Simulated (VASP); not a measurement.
# Ge3W2 (P4mm) in VASP: notebook

Ge3W2 is run at these levels: PBE; tasks: single point, relaxation of cell and atoms.

Everything below comes from runs of VASP 6.6.1. Logs are shortened: lines on timing, memory, paths and dates and some standing lists are left out, and cuts for length are marked.

## (1) The cell of the first run

Symmetry: P4mm, No. 99, tetragonal system. Conventional cell: a = 3.550 Å, b = 3.550 Å, c = 7.355 Å, α = 90.00°, β = 90.00°, γ = 90.00°. Ge (site symmetry 2mm) has 4 Ge at 2.51 Å and 4 W at 2.57 to 2.68 Å within 3.3 Å. Ge (site symmetry 4mm) has 5 W at 2.52 to 2.69 Å within 3.3 Å. W (site symmetry 4mm) has 5 Ge at 2.52 to 2.57 Å within 3.3 Å. Within 3.5 Å of W (site symmetry 4mm) lie 8 Ge at 2.68 to 2.69 Å.

## (2) Single point, PBE

File INCAR:

```
ALGO = Normal
EDIFF = 1E-7
ENCUT = 520
GGA = PE
ISIF = 2
ISMEAR = 0
LASPH = T
LCHARG = F
LREAL = F
LWAVE = F
NBANDS = 43
NELM = 100
PREC = Accurate
SIGMA = 0.1
```

File KPOINTS:

```
k-points
0
Gamma
  10 10 6
```

File POSCAR:

```
Ge3W2
1.0
    3.5495741587      0.0000000000      0.0000000000
    0.0000000000      3.5495741587      0.0000000000
    0.0000000000      0.0000000000      7.3552509512
Ge W
3 2
Direct
    0.5000000000      0.0000000000      0.9690249404
    0.0000000000      0.5000000000      0.9690249404
    0.0000000000      0.0000000000      0.3741631295
    0.0000000000      0.0000000000      0.7163623416
    0.5000000000      0.5000000000      0.2414245683
```

Potentials or basis: VASP PAW PBE potentials, release 64 (Ge_d, W_sv).

Run with:

```bash
$ cat potpaw_PBE.64/Ge_d/POTCAR potpaw_PBE.64/W_sv/POTCAR > POTCAR
$ mpirun -np 1 vasp_std > vasp.out
```

OUTCAR:

```text
EDIFF = 1E-7
   ENCUT = 520
   GGA = PE
   ISIF = 2
   ISMEAR = 0
   LASPH = T
   LREAL = F
   NELM = 100
   PREC = Accurate

 ion  position               nearest neighbor table
   1  0.500  0.000  0.969-   2 2.51   2 2.51   2 2.51   2 2.51   4 2.57   4 2.57   5 2.68   5 2.68

   2  0.000  0.500  0.969-   1 2.51   1 2.51   1 2.51   1 2.51   4 2.57   4 2.57   5 2.68   5 2.68

   3  0.000  0.000  0.374-   4 2.52   5 2.69   5 2.69   5 2.69   5 2.69
   4  0.000  0.000  0.716-   3 2.52   2 2.57   1 2.57   2 2.57   1 2.57
   5  0.500  0.500  0.241-   1 2.68   2 2.68   1 2.68   2 2.68   3 2.69   3 2.69   3 2.69   3 2.69

  LATTYP: Found a simple tetragonal cell.
 ALAT       =     3.5495741587
 C/A-ratio  =     2.0721502418

  Lattice vectors:

 A1 = (   3.5495741587,   0.0000000000,   0.0000000000)
 A2 = (   0.0000000000,   3.5495741587,   0.0000000000)
 A3 = (   0.0000000000,   0.0000000000,   7.3552509512)

Analysis of symmetry for initial positions (statically):
=====================================================================
 Subroutine PRICEL returns:
 Original cell was already a primitive cell.

 Routine SETGRP: Setting up the symmetry group for a
 simple tetragonal supercell.

 Subroutine GETGRP returns: Found  8 space group operations
 (whereof  8 operations were pure point group operations)
 out of a pool of 16 trial point group operations.

The static configuration has the point symmetry C_4v.

Analysis of symmetry for dynamics (positions and initial velocities):
=====================================================================
 Subroutine PRICEL returns:
 Original cell was already a primitive cell.

 Routine SETGRP: Setting up the symmetry group for a
 simple tetragonal supercell.

 Subroutine GETGRP returns: Found  8 space group operations
 (whereof  8 operations were pure point group operations)
 out of a pool of 16 trial point group operations.

The dynamic configuration has the point symmetry C_4v.

 Subroutine INISYM returns: Found  8 space group operations
 (whereof  8 operations are pure point group operations),
 and found     1 'primitive' translations

----------------------------------------------------------------------------------------

                                     Primitive cell

  volume of cell :      92.6723

  direct lattice vectors                    reciprocal lattice vectors
     3.549574159  0.000000000  0.000000000     0.281723935  0.000000000  0.000000000
     0.000000000  3.549574159  0.000000000     0.000000000  0.281723935  0.000000000
     0.000000000  0.000000000  7.355250951     0.000000000  0.000000000  0.135957292

  length of vectors
     3.549574159  3.549574159  7.355250951     0.281723935  0.281723935  0.135957292

  position of ions in fractional coordinates (direct lattice)
     0.500000000  0.000000000  0.969024940
     0.000000000  0.500000000  0.969024940
     0.000000000  0.000000000  0.374163129
     0.000000000  0.000000000  0.716362342
     0.500000000  0.500000000  0.241424568

  ion indices of the primitive-cell ions
   primitive index   ion index
                 1           1
                 2           2
                 3           3
                 4           4
                 5           5

----------------------------------------------------------------------------------------

 KPOINTS: k-points

Automatic generation of k-mesh.
 Grid dimensions read from file:
 generate k-points for:   10   10    6

 Generating k-lattice:

  Cartesian coordinates                     Fractional coordinates (reciprocal lattice)
     0.028172394  0.000000000  0.000000000     0.100000000  0.000000000  0.000000000
     0.000000000  0.028172394  0.000000000     0.000000000  0.100000000  0.000000000
     0.000000000  0.000000000  0.022659549     0.000000000  0.000000000  0.166666667

  Length of vectors
     0.028172394  0.028172394  0.022659549

  Shift w.r.t. Gamma in fractional coordinates (k-lattice)
     0.000000000  0.000000000  0.000000000

 Subroutine IBZKPT returns following result:
 ===========================================

 Found     84 irreducible k-points:

 Following reciprocal coordinates:
            Coordinates               Weight
  0.000000  0.000000  0.000000      1.000000
  0.100000  0.000000  0.000000      4.000000
  0.200000  0.000000  0.000000      4.000000
  0.300000  0.000000  0.000000      4.000000
  0.400000  0.000000  0.000000      4.000000
  0.500000  0.000000  0.000000      2.000000
[... 16 lines left out ...]
  0.100000  0.000000  0.166667      8.000000
  0.200000  0.000000  0.166667      8.000000
 [... further k-points ...]
   k-points           NKPTS =     84   k-points in BZ     NKDIM =     84   number of bands    NBANDS=     43
   number of dos      NEDOS =    301   number of ions     NIONS =      5
   total plane-waves  NPLWV =  43904
   dimension x,y,z NGX =    28 NGY =   28 NGZ =   56
   dimension x,y,z NGXF=    56 NGYF=   56 NGZF=  112
   ions per type =               3   2
   NGX,Y,Z   is equivalent  to a cutoff of  13.11, 13.11, 12.66 a.u.
   NGXF,Y,Z  is equivalent  to a cutoff of  26.23, 26.23, 25.31 a.u.
 SYSTEM =  unknown system
   PREC   = accura    normal or accurate (medium, high low for compatibility)
   ISTART =      0    job   : 0-new  1-cont  2-samecut
   ICHARG =      2    charge: 1-file 2-atom 10-const
   ISPIN  =      1    spin polarized calculation?
   LNONCOLLINEAR =      F non collinear calculations
   LSORBIT =      F    spin-orbit coupling
   LASPH  =      T    aspherical Exc in radial PAW
   ENCUT  =  520.0 eV  38.22 Ry    6.18 a.u.   6.60  6.60 13.68*2*pi/ulx,y,z
   NELM   =    100;   NELMIN=  2; NELMDL= -5     # of ELM steps
   EDIFF  = 0.1E-06   stopping-criterion for ELM
   LREAL  =      F    real-space projection
   EDIFFG = 0.1E-05   stopping-criterion for IOM
   NSW    =      0    number of steps for IOM
   IBRION =     -1    ionic relax: 0-MD 1-quasi-New 2-CG
   NFREE  =      0    steps in history (QN), initial steepest desc. (CG)
   ISIF   =      2    stress and relaxation
   ISYM   =      2    0-nonsym 1-usesym 2-fastsym
   POTIM  = 0.5000    time-step for ionic-motion
   TEBEG  =    0.0;   TEEND  =   0.0 temperature during run
   PSTRESS=    0.0 pullay stress
   NELECT =      70.0000    total number of electrons
   NUPDOWN=      -1.0000    fix difference up-down
   EMIN   =  10.00;   EMAX   =-10.00  energy-range for DOS
   EFERMI =   0.00;   METHOD = LEGACY
   ISMEAR =     0;   SIGMA  =   0.10  broadening in eV -4-tet -1-fermi 0-gaus
   EFERMI_NEDOS =   21; number of points for ismear=-14 and -15
   IALGO  =     38    algorithm
   IMIX   =      4    mixing-type and parameters
     AMIX     =   0.40;   BMIX     =  1.00
     AMIX_MAG =   1.60;   BMIX_MAG =  1.00
  volume/ion in A,a.u.               =      18.53       125.08
  Fermi-wavevector in a.u.,A,eV,Ry     =   1.490931  2.817451 30.244049  2.222875
  Thomas-Fermi vector in A             =   2.603650
   LORBIT       =      0    0 simple, 1 ext, 2 COOP (PROOUT), +10 PAW based schemes
   GGA     = PE    functional components
   LHFCALC =     F    Hartree Fock is set to
   AEXX    =    0.0000 exact exchange contribution
   IVDW    =     0    specifies the selected vdW correction
   LEPSILON=     F    determine dielectric tensor
   LRPA    =     F    only Hartree local field effects (RPA)
 non-spin polarized calculation
 Gauss-broadening in eV      SIGMA  =   0.10
  energy-cutoff  :      520.00
  volume of cell :       92.67
 maximum number of plane-waves:      2524
 NGX is ok and might be reduce to    28
   NGX = 13   NGY = 13   NGZ = 27

 number of electron      69.9999975 magnetization

 Free energy of the ion-electron system (eV)
  ---------------------------------------------------
  ext. energy  EPLUGINS =         0.00000000
  ---------------------------------------------------
  free energy    TOTEN  =       -35.75365316 eV

  energy without entropy =      -35.73603644  energy(sigma->0) =      -35.74484480

 E-fermi :   7.5177     XC(G=0): -11.7075

 val. band max:        7.5138257622   @ k =   0.4000   0.1000   0.0000
 cond. band min:       7.5202418248   @ k =   0.4000   0.1000   0.1667
 fundamental gap:      0.0064160626
 Fermi energy:         7.5176968990

 k-point     1 :       0.0000    0.0000    0.0000
  band No.  band energies     occupation
      1     -66.5938      2.00000
      2     -66.4430      2.00000
      3     -30.8290      2.00000
      4     -30.7796      2.00000
      5     -30.7796      2.00000
      6     -30.6905      2.00000
[... 35 lines left out ...]
     42      12.4260      0.00000
     43      12.5128      0.00000

 k-point     2 :       0.1000    0.0000    0.0000
  band No.  band energies     occupation
      1     -66.5937      2.00000
      2     -66.4429      2.00000
      3     -30.8283      2.00000
      4     -30.7863      2.00000
      5     -30.7792      2.00000
      6     -30.6963      2.00000
[... 35 lines left out ...]
     42      12.6352      0.00000
     43      12.7009      0.00000

 k-point     3 :       0.2000    0.0000    0.0000
  band No.  band energies     occupation
      1     -66.5933      2.00000
      2     -66.4425      2.00000
      3     -30.8264      2.00000
      4     -30.8036      2.00000
      5     -30.7779      2.00000
      6     -30.7117      2.00000
[... 35 lines left out ...]
     42      12.4785      0.00000
     43      13.0877      0.00000

 k-point     4 :       0.3000    0.0000    0.0000
  band No.  band energies     occupation
      1     -66.5928      2.00000
      2     -66.4420      2.00000
      3     -30.8249      2.00000
      4     -30.8240      2.00000
      5     -30.7763      2.00000
      6     -30.7305      2.00000
[... 863 lines left out ...]
     42      12.1348      0.00000
     43      12.1407      0.00000

 k-point    23 :       0.1000    0.0000    0.1667
  band No.  band energies     occupation
      1     -66.5937      2.00000
      2     -66.4429      2.00000
      3     -30.8282      2.00000
      4     -30.7863      2.00000
      5     -30.7792      2.00000
      6     -30.6963      2.00000
[... 35 lines left out ...]
     42      12.3303      0.00000
     43      12.6085      0.00000

 k-point    24 :       0.2000    0.0000    0.1667
  band No.  band energies     occupation
      1     -66.5933      2.00000
      2     -66.4425      2.00000
      3     -30.8264      2.00000
      4     -30.8036      2.00000
      5     -30.7779      2.00000
      6     -30.7117      2.00000
[... 35 lines left out ...]
     42      12.7055      0.00000
     43      12.7252      0.00000

 [... further k-points ...]
[... 5 lines left out ...]
  --------------------------------------------------------------------------------------
  -------------------------------------------------------------------------------------
  Total        0.0855714      0.0855714      0.1023606      0.0000000      0.0000000      0.0000000
  in kB        1.4794119      1.4794119      1.7696750      0.0000000      0.0000000      0.0000000
  external PRESSURE =       1.5761662 kB  Pullay stress =       0.0000000 kB

 VOLUME and BASIS-vectors are now :
 -----------------------------------------------------------------------------
  energy-cutoff  :      520.00
  volume of cell :       92.67
      direct lattice vectors                 reciprocal lattice vectors
     3.549574159  0.000000000  0.000000000     0.281723935  0.000000000  0.000000000
     0.000000000  3.549574159  0.000000000     0.000000000  0.281723935  0.000000000
     0.000000000  0.000000000  7.355250951     0.000000000  0.000000000  0.135957292

 POSITION                                       TOTAL-FORCE (eV/Angst)
 -----------------------------------------------------------------------------------
      1.77479      0.00000      7.12742         0.000000     -0.000000     -0.000216
      0.00000      1.77479      7.12742         0.000000     -0.000000     -0.000216
      0.00000      0.00000      2.75206         0.000000     -0.000000      0.009532
      0.00000      0.00000      5.26902         0.000000     -0.000000     -0.019045
      1.77479      1.77479      1.77574         0.000000      0.000000      0.009945
 -----------------------------------------------------------------------------------
    total drift:                                0.000000     -0.000000     -0.000278

  FREE ENERGIE OF THE ION-ELECTRON SYSTEM (eV)
  ---------------------------------------------------
  free  energy   TOTEN  =       -35.7536531601 eV

  energy  without entropy=      -35.7360364446  energy(sigma->0) =      -35.74484480
```

Run time: 5 min. Hardware: 1 thread of Intel Xeon 6975P-C, shared host; peak memory 0.39 GiB.

Results:

```
Free energy            : -35.7537 eV
Pressure               : 0.2 GPa
Largest force          : 0.019 eV/Å
Band gap on the k mesh : zero (band 35 reaches 8.78 eV, above the bottom of band 36 at 7.21 eV)
```

Forces in eV/Å, atoms in the order of the input:
```
Ge   0.000  0.000  0.000
Ge   0.000  0.000  0.000
Ge   0.000  0.000  0.010
W    0.000  0.000 -0.019
W    0.000  0.000  0.010
```

Levels at points of the mesh, in eV from the Fermi level:
```
           k point  band 33  band 34  band 35  band 36  band 37  band 38
(0.00, 0.00, 0.00)    -0.28    -0.28     0.45     0.63     0.63     1.15
(0.50, 0.00, 0.00)    -1.43    -1.30     0.00     0.01     1.30     1.54
(0.50, 0.50, 0.00)    -2.56    -1.34     0.87     1.43     1.43     1.68
(0.00, 0.00, 0.50)    -0.97    -0.97     0.45     1.15     1.30     1.45
(0.50, 0.00, 0.50)    -1.44    -1.10    -0.80     0.21     1.13     1.65
(0.50, 0.50, 0.50)    -1.82    -1.12     1.21     1.21     1.64     1.68
```

Caveat: spin-orbit coupling is left out, which moves the levels of the heavy elements.

## (3) Relaxation of cell and atoms, PBE

File INCAR:

```
SYSTEM = Ge3W2
PREC     = Accurate       ! precision mode
ENCUT    = 600            ! plane-wave cutoff, eV
EDIFF    = 1E-6           ! SCF threshold, eV
ISMEAR   = 0              ! smearing method
SIGMA    = 0.1            ! smearing width, eV
LREAL    = .FALSE.        ! projectors in reciprocal space
LASPH    = .TRUE.         ! aspherical terms in the spheres
NELM     = 100            ! most SCF steps
ALGO     = Normal         ! electronic algorithm
ISIF     = 3              ! what is computed and relaxed
LWAVE    = .FALSE.        ! write WAVECAR
LCHARG   = .FALSE.        ! write CHGCAR
GGA      = PE             ! functional
IBRION   = 2              ! ionic algorithm
NSW      = 90             ! ionic steps
EDIFFG   = -0.04          ! ionic threshold
```

File KPOINTS:

```
regular mesh
0
G
  6 6 4
  0 0 0
```

File POSCAR:

```
Ge3W2
1.0
    3.5592164781      0.0000000000      0.0000000000
    0.0000000000      3.5592164781      0.0000000000
    0.0000000000      0.0000000000      7.3267313948
Ge W
3 2
Direct
    0.5000000000      0.0000000000      0.9687626794
    0.0000000000      0.5000000000      0.9687626794
    0.0000000000      0.0000000000      0.3733641133
    0.0000000000      0.0000000000      0.7173418426
    0.5000000000      0.5000000000      0.2417686054
```

Potentials or basis: VASP PAW PBE potentials, release 64 (Ge_d, W_sv).

Run with:

```bash
$ cat potpaw_PBE.64/Ge_d/POTCAR potpaw_PBE.64/W_sv/POTCAR > POTCAR
$ mpirun -np 1 vasp_std > vasp.out
```

Run time: 6.4 min. Hardware: 1 thread of Intel Xeon 6975P-C, shared host; peak memory 0.29 GiB.

The run converged. Its results:

```
Free energy                            : -35.7228 eV
Relaxed volume                         : 18.56 Å³/atom
Relaxed cell                           : a = 3.557 Å, b = 3.557 Å, c = 7.337 Å, α = 90.00°, β = 90.00°, γ = 90.00°
Space group after relaxing (to 0.05 Å) : P4mm (No. 99)
Energy gained by relaxing              : 0.5 meV/atom
Ionic steps                            : 5
Pressure after relaxing                : 0.0 GPa
Largest force after relaxing           : 0.016 eV/Å
Band gap on the k mesh                 : zero (band 35 reaches 8.81 eV, above the bottom of band 36 at 7.27 eV)
```

Forces on the atoms (eV/Å):
```
Ge   0.000  0.000 -0.009
Ge   0.000  0.000 -0.009
Ge   0.000  0.000 -0.007
W    0.000  0.000  0.016
W    0.000  0.000  0.010
```

Stress tensor (GPa, compression positive):
```
-0.02  0.00  0.00
 0.00 -0.02  0.00
 0.00  0.00  0.12
```

Step by step:
| step | energy change (eV) | largest force (eV/Å) | pressure (GPa) | volume (Å³) |
| --- | --- | --- | --- | --- |
| 1 | 0.0000 | 0.2926 | 0.31 | 92.82 |
| 2 | -0.0009 | 0.1406 | -0.72 | 93.30 |
| 3 | -0.0019 | 0.0399 | -0.34 | 93.10 |
| 4 | -0.0022 | 0.0403 | 0.14 | 92.71 |
| 5 | -0.0023 | 0.0155 | 0.02 | 92.82 |

Final structure:
```cif
data_structure
_symmetry_space_group_name_H-M 'P 1'
_symmetry_Int_Tables_number 1
_cell_length_a 3.5568
_cell_length_b 3.5568
_cell_length_c 7.3374
_cell_angle_alpha 90.000
_cell_angle_beta 90.000
_cell_angle_gamma 90.000
_cell_volume 92.82
loop_
_atom_site_label
_atom_site_type_symbol
_atom_site_fract_x
_atom_site_fract_y
_atom_site_fract_z
_atom_site_occupancy
Ge1 Ge 0.50000 0.00000 0.96927 1
Ge2 Ge 0.00000 0.50000 0.96927 1
Ge3 Ge 0.00000 0.00000 0.37380 1
W1 W 0.00000 0.00000 0.71580 1
W2 W 0.50000 0.50000 0.24186 1
```

Levels at points of the mesh, in eV from the Fermi level:
```tsv
k point	band 32	band 33	band 34	band 35	band 36	band 37	band 38	band 39
(0.00, 0.00, 0.00)	-1.50	-0.29	-0.29	0.43	0.58	0.58	1.11	1.11
(0.50, 0.00, 0.00)	-1.75	-1.45	-1.33	-0.02	0.01	1.30	1.51	2.08
(0.50, 0.50, 0.00)	-2.82	-2.58	-1.35	0.87	1.40	1.40	1.65	1.70
(0.00, 0.00, 0.50)	-1.19	-1.00	-1.00	0.44	1.10	1.31	1.41	2.14
(0.50, 0.00, 0.50)	-1.54	-1.45	-1.11	-0.82	0.19	1.11	1.63	2.02
(0.50, 0.50, 0.50)	-2.49	-1.84	-1.12	1.19	1.19	1.63	1.65	1.70
```

Caveat: spin-orbit coupling is left out, which moves the levels of the heavy elements.
